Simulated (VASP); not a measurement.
# N (P2_13) in VASP: single point with PBEsol

Aim: the single point of N with PBEsol.

All numbers are computed with VASP 6.6.1; they aren't measurements. Logs are shortened: lines on timing, memory, paths and dates and some standing lists are left out, and cuts for length are marked.

**1. The cell of the first run**

It takes space group P2_13 (No. 198, cubic). Conventional cell: a = 5.815 Å, b = 5.815 Å, c = 5.815 Å, α = 90.00°, β = 90.00°, γ = 90.00°. N (site symmetry 3) has 1 N at 1.11 Å within 1.5 Å. Within 1.5 Å of N (site symmetry 3) lie 1 N at 1.11 Å.

**2. Single point, PBEsol**

Contents of INCAR:

```
SYSTEM = N
PREC = Accurate
ENCUT = 520
EDIFF = 1E-6
ISMEAR = 0
SIGMA = 0.01
LREAL = .FALSE.
LASPH = .TRUE.
NELM = 80
ALGO = Normal
ISIF = 2
LWAVE = .FALSE.
LCHARG = .TRUE.
GGA = PS
LELF = .TRUE.
LVHAR = .TRUE.
NBANDS = 30
```

Contents of KPOINTS:

```
Automatic mesh
0
G
  3 3 3
  0 0 0
```

Contents of POSCAR:

```
N
1.0
    5.8151000000      0.0000000000      0.0000000000
    0.0000000000      5.8151000000      0.0000000000
    0.0000000000      0.0000000000      5.8151000000
N
8
Direct
    0.0639000000      0.0639000000      0.0639000000
    0.4361000000      0.9361000000      0.5639000000
    0.5639000000      0.4361000000      0.9361000000
    0.9361000000      0.5639000000      0.4361000000
    0.9541400000      0.9541400000      0.9541400000
    0.5458600000      0.0458600000      0.4541400000
    0.4541400000      0.5458600000      0.0458600000
    0.0458600000      0.4541400000      0.5458600000
```

Potentials or basis: VASP PAW PBE potentials, release 64 (N).

Started as:

```console
$ cat potpaw_PBE.64/N/POTCAR > POTCAR
$ mpirun -np 1 vasp_std > vasp.out
```

OUTCAR:

```text
SYSTEM = N
   PREC = Accurate
   ENCUT = 520
   EDIFF = 1E-6
   ISMEAR = 0
   LREAL = .FALSE.
   LASPH = .TRUE.
   NELM = 80
   ISIF = 2
   GGA = PS

 ion  position               nearest neighbor table
   1  0.064  0.064  0.064-   5 1.11
   2  0.436  0.936  0.564-   6 1.11
   3  0.564  0.436  0.936-   7 1.11
   4  0.936  0.564  0.436-   8 1.11
   5  0.954  0.954  0.954-   1 1.11
   6  0.546  0.046  0.454-   2 1.11
   7  0.454  0.546  0.046-   3 1.11
   8  0.046  0.454  0.546-   4 1.11

  LATTYP: Found a simple cubic cell.
 ALAT       =     5.8151000000

  Lattice vectors:

 A1 = (   5.8151000000,   0.0000000000,   0.0000000000)
 A2 = (   0.0000000000,   5.8151000000,   0.0000000000)
 A3 = (   0.0000000000,   0.0000000000,   5.8151000000)

Analysis of symmetry for initial positions (statically):
=====================================================================
 Subroutine PRICEL returns:
 Original cell was already a primitive cell.

 Routine SETGRP: Setting up the symmetry group for a
 simple cubic supercell.

 Subroutine GETGRP returns: Found 12 space group operations
 (whereof  3 operations were pure point group operations)
 out of a pool of 48 trial point group operations.

The static configuration has the point symmetry C_3 .
 The point group associated with its full space group is T   .

Analysis of symmetry for dynamics (positions and initial velocities):
=====================================================================
 Subroutine PRICEL returns:
 Original cell was already a primitive cell.

 Routine SETGRP: Setting up the symmetry group for a
 simple cubic supercell.

 Subroutine GETGRP returns: Found 12 space group operations
 (whereof  3 operations were pure point group operations)
 out of a pool of 48 trial point group operations.

The dynamic configuration has the point symmetry C_3 .
 The point group associated with its full space group is T   .

 Subroutine INISYM returns: Found 12 space group operations
 (whereof  3 operations are pure point group operations),
 and found     1 'primitive' translations

----------------------------------------------------------------------------------------

                                     Primitive cell

  volume of cell :     196.6399

  direct lattice vectors                    reciprocal lattice vectors
     5.815100000  0.000000000  0.000000000     0.171966088  0.000000000  0.000000000
     0.000000000  5.815100000  0.000000000     0.000000000  0.171966088  0.000000000
     0.000000000  0.000000000  5.815100000     0.000000000  0.000000000  0.171966088

  length of vectors
     5.815100000  5.815100000  5.815100000     0.171966088  0.171966088  0.171966088

  position of ions in fractional coordinates (direct lattice)
     0.063900000  0.063900000  0.063900000
     0.436100000  0.936100000  0.563900000
     0.563900000  0.436100000  0.936100000
     0.936100000  0.563900000  0.436100000
     0.954140000  0.954140000  0.954140000
     0.545860000  0.045860000  0.454140000
     0.454140000  0.545860000  0.045860000
     0.045860000  0.454140000  0.545860000

  ion indices of the primitive-cell ions
   primitive index   ion index
                 1           1
                 2           2
                 3           3
                 4           4
                 5           5
                 6           6
                 7           7
                 8           8

----------------------------------------------------------------------------------------

 KPOINTS: Automatic mesh

Automatic generation of k-mesh.
 Grid dimensions read from file:
 generate k-points for:    3    3    3

 Generating k-lattice:

  Cartesian coordinates                     Fractional coordinates (reciprocal lattice)
     0.057322029  0.000000000  0.000000000     0.333333333  0.000000000  0.000000000
     0.000000000  0.057322029  0.000000000     0.000000000  0.333333333  0.000000000
     0.000000000  0.000000000  0.057322029     0.000000000  0.000000000  0.333333333

  Length of vectors
     0.057322029  0.057322029  0.057322029

  Shift w.r.t. Gamma in fractional coordinates (k-lattice)
     0.000000000  0.000000000  0.000000000

 Subroutine IBZKPT returns following result:
 ===========================================

 Found      4 irreducible k-points:

 Following reciprocal coordinates:
            Coordinates               Weight
  0.000000  0.000000  0.000000      1.000000
  0.333333  0.000000  0.000000      6.000000
  0.333333  0.333333  0.000000     12.000000
  0.333333  0.333333  0.333333      8.000000
   k-points           NKPTS =      4   k-points in BZ     NKDIM =      4   number of bands    NBANDS=     30
   number of dos      NEDOS =    301   number of ions     NIONS =      8
   total plane-waves  NPLWV = 110592
   dimension x,y,z NGX =    48 NGY =   48 NGZ =   48
   dimension x,y,z NGXF=    96 NGYF=   96 NGZF=   96
   ions per type =               8
   NGX,Y,Z   is equivalent  to a cutoff of  13.72, 13.72, 13.72 a.u.
   NGXF,Y,Z  is equivalent  to a cutoff of  27.45, 27.45, 27.45 a.u.
 SYSTEM =  N
   PREC   = accura    normal or accurate (medium, high low for compatibility)
   ISTART =      0    job   : 0-new  1-cont  2-samecut
   ICHARG =      2    charge: 1-file 2-atom 10-const
   ISPIN  =      1    spin polarized calculation?
   LNONCOLLINEAR =      F non collinear calculations
   LSORBIT =      F    spin-orbit coupling
   LASPH  =      T    aspherical Exc in radial PAW
   ENCUT  =  520.0 eV  38.22 Ry    6.18 a.u.  10.81 10.81 10.81*2*pi/ulx,y,z
   NELM   =     80;   NELMIN=  2; NELMDL= -5     # of ELM steps
   EDIFF  = 0.1E-05   stopping-criterion for ELM
   LREAL  =      F    real-space projection
   EDIFFG = 0.1E-04   stopping-criterion for IOM
   NSW    =      0    number of steps for IOM
   IBRION =     -1    ionic relax: 0-MD 1-quasi-New 2-CG
   NFREE  =      0    steps in history (QN), initial steepest desc. (CG)
   ISIF   =      2    stress and relaxation
   ISYM   =      2    0-nonsym 1-usesym 2-fastsym
   POTIM  = 0.5000    time-step for ionic-motion
   TEBEG  =    0.0;   TEEND  =   0.0 temperature during run
   PSTRESS=    0.0 pullay stress
   NELECT =      40.0000    total number of electrons
   NUPDOWN=      -1.0000    fix difference up-down
   EMIN   =  10.00;   EMAX   =-10.00  energy-range for DOS
   EFERMI =   0.00;   METHOD = LEGACY
   ISMEAR =     0;   SIGMA  =   0.01  broadening in eV -4-tet -1-fermi 0-gaus
   EFERMI_NEDOS =   21; number of points for ismear=-14 and -15
   IALGO  =     38    algorithm
   IMIX   =      4    mixing-type and parameters
     AMIX     =   0.40;   BMIX     =  1.00
     AMIX_MAG =   1.60;   BMIX_MAG =  1.00
  volume/ion in A,a.u.               =      24.58       165.87
  Fermi-wavevector in a.u.,A,eV,Ry     =   0.962803  1.819435 12.612471  0.926990
  Thomas-Fermi vector in A             =   2.092294
   LORBIT       =      0    0 simple, 1 ext, 2 COOP (PROOUT), +10 PAW based schemes
   GGA     = PS    functional components
   LHFCALC =     F    Hartree Fock is set to
   AEXX    =    0.0000 exact exchange contribution
   IVDW    =     0    specifies the selected vdW correction
   LEPSILON=     F    determine dielectric tensor
   LRPA    =     F    only Hartree local field effects (RPA)
 non-spin polarized calculation
 Gauss-broadening in eV      SIGMA  =   0.01
  energy-cutoff  :      520.00
  volume of cell :      196.64
 maximum number of plane-waves:      5315
 NGX is ok and might be reduce to    48
   NGX = 21   NGY = 21   NGZ = 21

 number of electron      40.0000000 magnetization

 Free energy of the ion-electron system (eV)
  ---------------------------------------------------
  ext. energy  EPLUGINS =         0.00000000
  ---------------------------------------------------
  free energy    TOTEN  =       -68.29621593 eV

  energy without entropy =      -68.29621593  energy(sigma->0) =      -68.29621593

 E-fermi :  -6.6948     XC(G=0):  -6.0987

 val. band max:       -6.8033790670   @ k =   0.3333   0.0000   0.0000
 cond. band min:       0.5950295680   @ k =   0.0000   0.0000   0.0000
 fundamental gap:      7.3984086350
 Fermi energy:        -6.6948199812

 k-point     1 :       0.0000    0.0000    0.0000
  band No.  band energies     occupation
      1     -25.0752      2.00000
      2     -25.0354      2.00000
      3     -25.0354      2.00000
      4     -25.0354      2.00000
      5     -10.2795      2.00000
      6     -10.2795      2.00000
[... 22 lines left out ...]
     29       4.0439      0.00000
     30       6.7293      0.00000

 k-point     2 :       0.3333    0.0000    0.0000
  band No.  band energies     occupation
      1     -25.0654      2.00000
      2     -25.0456      2.00000
      3     -25.0353      2.00000
      4     -25.0350      2.00000
      5     -10.2786      2.00000
      6     -10.2745      2.00000
[... 22 lines left out ...]
     29       4.3017      0.00000
     30       5.3328      0.00000

 k-point     3 :       0.3333    0.3333    0.0000
  band No.  band energies     occupation
      1     -25.0581      2.00000
      2     -25.0447      2.00000
      3     -25.0412      2.00000
      4     -25.0376      2.00000
      5     -10.2762      2.00000
      6     -10.2637      2.00000
[... 22 lines left out ...]
     29       4.5539      0.00000
     30       5.4946      0.00000

 k-point     4 :       0.3333    0.3333    0.3333
  band No.  band energies     occupation
      1     -25.0530      2.00000
      2     -25.0443      2.00000
      3     -25.0426      2.00000
      4     -25.0413      2.00000
      5     -10.2798      2.00000
      6     -10.2654      2.00000
[... 22 lines left out ...]
     29       4.8155      0.00000
     30       5.5656      0.00000

------------------------ aborting loop because EDIFF is reached ----------------------------------------

  FORCE on cell =-STRESS in cart. coord.  units (eV):
  Direction    XX          YY          ZZ          XY          YZ          ZX
  --------------------------------------------------------------------------------------
  -------------------------------------------------------------------------------------
  Total        1.2890062      1.2890062      1.2890062      0.0000000      0.0000000      0.0000000
  in kB       10.5025325     10.5025325     10.5025325      0.0000000      0.0000000      0.0000000
  external PRESSURE =      10.5025325 kB  Pullay stress =       0.0000000 kB

 VOLUME and BASIS-vectors are now :
 -----------------------------------------------------------------------------
  energy-cutoff  :      520.00
  volume of cell :      196.64
      direct lattice vectors                 reciprocal lattice vectors
     5.815100000  0.000000000  0.000000000     0.171966088  0.000000000  0.000000000
     0.000000000  5.815100000  0.000000000     0.000000000  0.171966088  0.000000000
     0.000000000  0.000000000  5.815100000     0.000000000  0.000000000  0.171966088

 POSITION                                       TOTAL-FORCE (eV/Angst)
 -----------------------------------------------------------------------------------
      0.37158      0.37158      0.37158         0.516909      0.516909      0.516909
      2.53597      5.44352      3.27913        -0.516909     -0.516909      0.516909
      3.27913      2.53597      5.44352         0.516909     -0.516909     -0.516909
      5.44352      3.27913      2.53597        -0.516909      0.516909     -0.516909
      5.54842      5.54842      5.54842        -0.523990     -0.523990     -0.523990
      3.17423      0.26668      2.64087         0.523990      0.523990     -0.523990
      2.64087      3.17423      0.26668        -0.523990      0.523990      0.523990
      0.26668      2.64087      3.17423         0.523990     -0.523990      0.523990
 -----------------------------------------------------------------------------------
    total drift:                               -0.000000     -0.000000      0.000000

  FREE ENERGIE OF THE ION-ELECTRON SYSTEM (eV)
  ---------------------------------------------------
  free  energy   TOTEN  =       -68.2962159343 eV

  energy  without entropy=      -68.2962159343  energy(sigma->0) =      -68.29621593
```

It took 28 s on 1 thread of AMD EPYC 7R43 (Zen 3), shared host; peak memory 0.25 GiB.

What came out:

| Property | Result |
| --- | --- |
| Free energy | -68.2962 eV |
| Pressure | 1.1 GPa |
| Largest force | 0.908 eV/Å |
| Band gap on the k mesh | 7.40 eV, indirect (least direct gap 7.41 eV) |

Forces in eV/Å, atoms in the order of the input:
```
N    0.517  0.517  0.517
N   -0.517 -0.517  0.517
N    0.517 -0.517 -0.517
N   -0.517  0.517 -0.517
N   -0.524 -0.524 -0.524
N    0.524  0.524 -0.524
N   -0.524  0.524  0.524
N    0.524 -0.524  0.524
```

Caveat: the standard files for N, O and F lose accuracy on very short bonds; the PAW data sets were made with another functional, which shifts forces and pressure a little.
